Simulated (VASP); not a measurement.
# Pb (Fd-3m) in VASP: further runs, part 2 of 2

VASP 6.6.1. The steps go on from the part before.

### 5 Relaxation of cell and atoms, PBEsol, target pressure 10 GPa, at which the enthalpy is minimised

INCAR reads:

```
PREC     = Accurate       # precision mode
ENCUT    = 600            # plane-wave cutoff, eV
EDIFF    = 1E-6           # SCF threshold, eV
ISMEAR   = -1             # smearing method
SIGMA    = 0.05           # smearing width, eV
LREAL    = False          # projectors in reciprocal space
LASPH    = True           # aspherical terms in the spheres
NELM     = 60             # most SCF steps
ALGO     = Fast           # electronic algorithm
ISIF     = 3              # what is computed and relaxed
LWAVE    = False          # write WAVECAR
LCHARG   = False          # write CHGCAR
GGA      = PS             # functional
IBRION   = 2              # ionic algorithm
NSW      = 60             # ionic steps
EDIFFG   = -0.01          # ionic threshold
PSTRESS  = 100.0
```

KPOINTS reads:

```
Automatic mesh
0
Gamma
  7 7 7
```

POSCAR reads:

```
Pb
1.0
    0.0000000000      3.4390000555      3.4390000555
    3.4390000555      0.0000000000      3.4390000555
    3.4390000555      3.4390000555      0.0000000000
Pb
2
Direct
    0.2500000000      0.2500000000      0.2500000000
    0.0000000000      0.0000000000      0.0000000000
```

Potentials or basis: VASP PAW PBE potentials, release 64 (Pb_d).

On the command line:

```console
$ cat potpaw_PBE.64/Pb_d/POTCAR > POTCAR
$ mpirun -np 1 vasp_std > vasp.out
```

OUTCAR:

```text
PREC = Accurate
   ENCUT = 600
   EDIFF = 1E-6
   ISMEAR = -1
   LREAL = False
   LASPH = True
   NELM = 60
   ISIF = 3
   GGA = PS
   IBRION = 2
   NSW = 60
   EDIFFG = -0.01
   PSTRESS = 100.0

 ion  position               nearest neighbor table
   1  0.250  0.250  0.250-   2 2.98   2 2.98   2 2.98   2 2.98
   2  0.000  0.000  0.000-   1 2.98   1 2.98   1 2.98   1 2.98

  LATTYP: Found a face centered cubic cell.
 ALAT       =     6.8780001110

  Lattice vectors:

 A1 = (   0.0000000000,   3.4390000555,   3.4390000555)
 A2 = (   3.4390000555,   0.0000000000,   3.4390000555)
 A3 = (   3.4390000555,   3.4390000555,   0.0000000000)

Analysis of symmetry for initial positions (statically):
=====================================================================
 Subroutine PRICEL returns:
 Original cell was already a primitive cell.

 Routine SETGRP: Setting up the symmetry group for a
 face centered cubic supercell.

 Subroutine GETGRP returns: Found 48 space group operations
 (whereof 24 operations were pure point group operations)
 out of a pool of 48 trial point group operations.

The static configuration has the point symmetry T_d .
 The point group associated with its full space group is O_h .

Analysis of symmetry for dynamics (positions and initial velocities):
=====================================================================
 Subroutine PRICEL returns:
 Original cell was already a primitive cell.

 Routine SETGRP: Setting up the symmetry group for a
 face centered cubic supercell.

 Subroutine GETGRP returns: Found 48 space group operations
 (whereof 24 operations were pure point group operations)
 out of a pool of 48 trial point group operations.

The dynamic configuration has the point symmetry T_d .
 The point group associated with its full space group is O_h .

 Subroutine INISYM returns: Found 48 space group operations
 (whereof 24 operations are pure point group operations),
 and found     1 'primitive' translations

----------------------------------------------------------------------------------------

                                     Primitive cell

  volume of cell :      81.3442

  direct lattice vectors                    reciprocal lattice vectors
     0.000000000  3.439000056  3.439000056    -0.145391100  0.145391100  0.145391100
     3.439000056  0.000000000  3.439000056     0.145391100 -0.145391100  0.145391100
     3.439000056  3.439000056  0.000000000     0.145391100  0.145391100 -0.145391100

  length of vectors
     4.863480519  4.863480519  4.863480519     0.251824772  0.251824772  0.251824772

  position of ions in fractional coordinates (direct lattice)
     0.250000000  0.250000000  0.250000000
     0.000000000  0.000000000  0.000000000

  ion indices of the primitive-cell ions
   primitive index   ion index
                 1           1
                 2           2

----------------------------------------------------------------------------------------

 KPOINTS: Automatic mesh

Automatic generation of k-mesh.
 Grid dimensions read from file:
 generate k-points for:    7    7    7

 Generating k-lattice:

  Cartesian coordinates                     Fractional coordinates (reciprocal lattice)
    -0.020770157  0.020770157  0.020770157     0.142857143  0.000000000  0.000000000
     0.020770157 -0.020770157  0.020770157     0.000000000  0.142857143  0.000000000
     0.020770157  0.020770157 -0.020770157     0.000000000  0.000000000  0.142857143

  Length of vectors
     0.035974967  0.035974967  0.035974967

  Shift w.r.t. Gamma in fractional coordinates (k-lattice)
     0.000000000  0.000000000  0.000000000

 Subroutine IBZKPT returns following result:
 ===========================================

 Found     20 irreducible k-points:

 Following reciprocal coordinates:
            Coordinates               Weight
  0.000000  0.000000  0.000000      1.000000
  0.142857  0.000000  0.000000      8.000000
  0.285714  0.000000  0.000000      8.000000
  0.428571  0.000000  0.000000      8.000000
  0.142857  0.142857  0.000000      6.000000
  0.285714  0.142857  0.000000     24.000000
[... 12 lines left out ...]
 -0.428571  0.428571  0.142857     24.000000
 -0.285714  0.428571  0.142857     24.000000
   k-points           NKPTS =     20   k-points in BZ     NKDIM =     20   number of bands    NBANDS=     18
   number of dos      NEDOS =    301   number of ions     NIONS =      2
   total plane-waves  NPLWV =  64000
   dimension x,y,z NGX =    40 NGY =   40 NGZ =   40
   dimension x,y,z NGXF=    80 NGYF=   80 NGZF=   80
   ions per type =               2
   NGX,Y,Z   is equivalent  to a cutoff of  13.67, 13.67, 13.67 a.u.
   NGXF,Y,Z  is equivalent  to a cutoff of  27.35, 27.35, 27.35 a.u.
 SYSTEM =  unknown system
   PREC   = accura    normal or accurate (medium, high low for compatibility)
   ISTART =      0    job   : 0-new  1-cont  2-samecut
   ICHARG =      2    charge: 1-file 2-atom 10-const
   ISPIN  =      1    spin polarized calculation?
   LNONCOLLINEAR =      F non collinear calculations
   LSORBIT =      F    spin-orbit coupling
   LASPH  =      T    aspherical Exc in radial PAW
   ENCUT  =  600.0 eV  44.10 Ry    6.64 a.u.   9.71  9.71  9.71*2*pi/ulx,y,z
   NELM   =     60;   NELMIN=  2; NELMDL= -5     # of ELM steps
   EDIFF  = 0.1E-05   stopping-criterion for ELM
   LREAL  =      F    real-space projection
   EDIFFG = -.1E-01   stopping-criterion for IOM
   NSW    =     60    number of steps for IOM
   IBRION =      2    ionic relax: 0-MD 1-quasi-New 2-CG
   NFREE  =      1    steps in history (QN), initial steepest desc. (CG)
   ISIF   =      3    stress and relaxation
   ISYM   =      2    0-nonsym 1-usesym 2-fastsym
   POTIM  = 0.5000    time-step for ionic-motion
   TEBEG  =    0.0;   TEEND  =   0.0 temperature during run
   PSTRESS=  100.0 pullay stress
   NELECT =      28.0000    total number of electrons
   NUPDOWN=      -1.0000    fix difference up-down
   EMIN   =  10.00;   EMAX   =-10.00  energy-range for DOS
   EFERMI =   0.00;   METHOD = LEGACY
   ISMEAR =    -1;   SIGMA  =   0.05  broadening in eV -4-tet -1-fermi 0-gaus
   EFERMI_NEDOS =   21; number of points for ismear=-14 and -15
   IALGO  =     68    algorithm
   IMIX   =      4    mixing-type and parameters
     AMIX     =   0.40;   BMIX     =  1.00
     AMIX_MAG =   1.60;   BMIX_MAG =  1.00
  volume/ion in A,a.u.               =      40.67       274.47
  Fermi-wavevector in a.u.,A,eV,Ry     =   1.147322  2.168124 17.909999  1.316348
  Thomas-Fermi vector in A             =   2.284002
   LORBIT       =      0    0 simple, 1 ext, 2 COOP (PROOUT), +10 PAW based schemes
   GGA     = PS    functional components
   LHFCALC =     F    Hartree Fock is set to
   AEXX    =    0.0000 exact exchange contribution
   IVDW    =     0    specifies the selected vdW correction
   LEPSILON=     F    determine dielectric tensor
   LRPA    =     F    only Hartree local field effects (RPA)
 conjugate gradient relaxation of ions
 non-spin polarized calculation
 RMM-DIIS sequential band-by-band and
  energy-cutoff  :      600.00
  volume of cell :       81.34
 maximum number of plane-waves:      2734
   NGX = 19   NGY = 19   NGZ = 19

--------------------------------------- Ionic step        1  -------------------------------------------

 number of electron      28.0000004 magnetization

 Free energy of the ion-electron system (eV)
  ---------------------------------------------------
  ext. energy  EPLUGINS =         0.00000000
  ---------------------------------------------------
  free energy    TOTEN  =        -7.34929881 eV

  energy without entropy =       -7.34319067  energy(sigma->0) =       -7.34624474

 E-fermi :   4.1660     XC(G=0):  -8.6175

 val. band max:        4.1355363103   @ k =  -0.1429   0.1429   0.0000
 cond. band min:       4.1836686502   @ k =   0.1429   0.0000   0.0000
 fundamental gap:      0.0481323399
 Fermi energy:         4.1660105884

 k-point     1 :       0.0000    0.0000    0.0000
  band No.  band energies     occupation
      1     -12.9640      2.00000
      2     -12.9640      2.00000
      3     -12.9640      2.00000
      4     -12.8860      2.00000
      5     -12.8860      2.00000
      6     -12.4534      2.00000
[... 10 lines left out ...]
     17       6.5749      0.00000
     18       6.5749      0.00000
[... 432 lines left out ...]
  enthalpy is  TOTEN    =        -2.2721959519 eV   P V=        5.0771028558

--------------------------------------- Ionic step        2  -------------------------------------------

 number of electron      28.0000004 magnetization

 E-fermi :   8.4101     XC(G=0): -10.3543

 val. band max:        8.3327918874   @ k =  -0.1429   0.1429   0.0000
 cond. band min:       8.4628565376   @ k =   0.1429   0.0000   0.0000
 fundamental gap:      0.1300646502
 Fermi energy:         8.4101225517

 k-point     1 :       0.0000    0.0000    0.0000
  band No.  band energies     occupation
      1     -10.0879      2.00000
      2     -10.0879      2.00000
      3     -10.0879      2.00000
      4      -9.9313      2.00000
      5      -9.9313      2.00000
      6      -8.8885      2.00000
[... 10 lines left out ...]
     17      11.0404      0.00000
     18      11.0404      0.00000
[... 584 lines left out ...]
  enthalpy is  TOTEN    =        -2.7553396979 eV   P V=        4.2213283412

--------------------------------------- Ionic step        7  -------------------------------------------

 number of electron      27.9999997 magnetization

 Free energy of the ion-electron system (eV)
  ---------------------------------------------------
  ext. energy  EPLUGINS =         0.00000000
  ---------------------------------------------------
  free energy    TOTEN  =        -6.96422815 eV

  energy without entropy =       -6.95889966  energy(sigma->0) =       -6.96156390

 E-fermi :   6.0669     XC(G=0):  -9.4586

 val. band max:        6.0067967894   @ k =  -0.1429   0.1429   0.0000
 cond. band min:       6.1263265036   @ k =   0.1429   0.0000   0.0000
 fundamental gap:      0.1195297142
 Fermi energy:         6.0669121847

 k-point     1 :       0.0000    0.0000    0.0000
  band No.  band energies     occupation
      1     -11.5843      2.00000
      2     -11.5843      2.00000
      3     -11.5843      2.00000
      4     -11.4701      2.00000
      5     -11.4701      2.00000
      6     -10.7863      2.00000
[... 10 lines left out ...]
     17       8.6026      0.00000
     18       8.6026      0.00000
[... 426 lines left out ...]
  FREE ENERGIE OF THE ION-ELECTRON SYSTEM (eV)
  ---------------------------------------------------
  free  energy   TOTEN  =        -6.9642281467 eV

  energy  without entropy=       -6.9588996619  energy(sigma->0) =       -6.96156390

  enthalpy is  TOTEN    =        -2.7554805062 eV   P V=        4.2087476405

 reached required accuracy - stopping structural energy minimisation
```

It took 6.4 min on 1 thread of Intel Xeon 8259CL, shared host; peak memory 0.25 GiB.

Results:

```yaml
Free_energy: -6.9642 eV
Relaxed_volume: 33.72 Å³/atom
Relaxed_cell: a = 4.569 Å, b = 4.569 Å, c = 4.569 Å, α = 60.00°, β = 60.00°, γ = 60.00°
Space_group_after_relaxing_to_0.1_Å: Fd-3m (No. 227)
Energy_change_on_relaxing_the_run_minimises_the_enthalpy: +192.5 meV/atom
Ionic_steps: 7
Pressure_after_relaxing: 10.0 GPa
Band_gap_on_the_k_mesh: zero (bands 14 and 15 overlap by 1.34 eV)
```

Step by step:
| step | energy change (eV) | largest force (eV/Å) | pressure (GPa) | volume (Å³) |
| --- | --- | --- | --- | --- |
| 1 | 0.0000 | 0.0000 | 0.46 | 81.34 |
| 2 | 1.7081 | 0.0000 | 30.24 | 56.02 |
| 3 | 0.3581 | 0.0000 | 9.50 | 67.88 |
| 4 | 0.3801 | 0.0000 | 9.91 | 67.51 |
| 5 | 0.3964 | 0.0000 | 10.21 | 67.25 |
| 6 | 0.3726 | 0.0000 | 9.76 | 67.63 |
| 7 | 0.3851 | 0.0000 | 10.00 | 67.43 |

Final structure:
```
Pb
1.0
     0.00000    3.23056    3.23056
     3.23056    0.00000    3.23056
     3.23056    3.23056    0.00000
Pb
2
Direct
  0.25000 0.25000 0.25000
  0.00000 0.00000 0.00000
```

Caveat: the cell is relaxed towards a set pressure, so the run minimises the enthalpy, not the energy; the volume moved by over 15 % at a fixed basis, so the end points are rough; the PAW data sets were made with another functional, which shifts forces and pressure a little; spin-orbit coupling is left out, which moves the levels of the heavy elements.

### 6 Relaxation of cell and atoms, PBEsol, target pressure 20 GPa, at which the enthalpy is minimised

INCAR reads:

```
  PREC = Accurate
  ENCUT = 600
  EDIFF = 1E-7
  ISMEAR = -1
  SIGMA = 0.05
  LREAL = False
  LASPH = True
  NELM = 100
  ALGO = Fast
  ISIF = 3
  LWAVE = False
  LCHARG = False
  GGA = PS
  IBRION = 2
  NSW = 60
  EDIFFG = -0.01
  PSTRESS = 200.0
```

KPOINTS is that of step 5.

POSCAR is that of step 5.

Potentials or basis: VASP PAW PBE potentials, release 64 (Pb_d).

On the command line:

```console
$ cat potpaw_PBE.64/Pb_d/POTCAR > POTCAR
$ mpirun -np 1 vasp_std > vasp.out
```

Run time: 13 min. Hardware: 1 thread of Intel Xeon 8259CL, shared host; peak memory 0.27 GiB.

The run converged. Its results:

```
Free energy                                                : -6.3350 eV
Relaxed volume                                             : 30.25 Å³/atom
Relaxed cell                                               : a = 4.407 Å, b = 4.407 Å, c = 4.407 Å, α = 60.00°, β = 60.00°, γ = 60.00°
Space group after relaxing (to 0.1 Å)                      : Fd-3m (No. 227)
Energy change on relaxing (the run minimises the enthalpy) : +507.1 meV/atom
Ionic steps                                                : 7
Pressure after relaxing                                    : 20.0 GPa
Band gap on the k mesh                                     : zero (bands 14 and 15 overlap by 1.28 eV)
```

The path:
| step | energy change (eV) | largest force (eV/Å) | pressure (GPa) | volume (Å³) |
| --- | --- | --- | --- | --- |
| 1 | 0.0000 | 0.0000 | 0.43 | 81.34 |
| 2 | 18.7341 | 0.0000 | 210.63 | 35.76 |
| 3 | 7.9328 | 0.0000 | 7.79 | 72.29 |
| 4 | 0.3988 | 0.0000 | 10.25 | 67.21 |
| 5 | 1.9100 | 0.0000 | 33.13 | 55.00 |
| 6 | 0.9305 | 0.0000 | 18.75 | 61.20 |
| 7 | 1.0143 | 0.0000 | 20.02 | 60.51 |

Final structure:
```yaml
crystal:
  lattice:
    - [0.00000, 3.11594, 3.11594]
    - [3.11594, 0.00000, 3.11594]
    - [3.11594, 3.11594, 0.00000]
  atoms:
    - { symbol: Pb, position: [0.25000, 0.25000, 0.25000] }
    - { symbol: Pb, position: [0.00000, 0.00000, 0.00000] }
```

Levels at points of the mesh, in eV from the Fermi level:
```
           k point  band 10  band 11  band 12  band 13  band 14  band 15  band 16  band 17  band 18
(0.00, 0.00, 0.00)   -16.95   -13.33    -2.15     0.59     0.59     0.59     2.59     2.59     2.60
```

Caveat: the cell is relaxed towards a set pressure, so the run minimises the enthalpy, not the energy; the volume moved by over 15 % at a fixed basis, so the end points are rough; the PAW data sets were made with another functional, which shifts forces and pressure a little; spin-orbit coupling is left out, which moves the levels of the heavy elements.

### 7 Overview

| cell | gap on the mesh (eV) | pressure (GPa) |
| --- | --- | --- |
| relaxed | none | 0.0 |
| relaxed to 2 GPa | none | 2.0 |
| relaxed to 5 GPa | none | 5.0 |
| relaxed to 10 GPa | none | 10.0 |
| relaxed to 20 GPa | none | 20.0 |

Alike in all rows: task relaxation of cell and atoms; level PBEsol; potentials or basis VASP PAW PBE potentials, release 64 (Pb_d); no spin polarisation; k mesh 7 × 7 × 7; cutoff (eV) 600; smearing fermi-dirac 0.05 eV.

Caveats: the PAW data sets were made with another functional, which shifts forces and pressure a little; spin-orbit coupling is left out, which moves the levels of the heavy elements; the cell is relaxed towards a set pressure, so the run minimises the enthalpy, not the energy (at least some runs); the volume moved by over 15 % at a fixed basis, so the end points are rough (at least some runs).

Total energies depend on the potentials used, so only differences within one code and one set of settings carry meaning.

The gap in the log of VASP goes by the Fermi energy; the results here count the filled bands.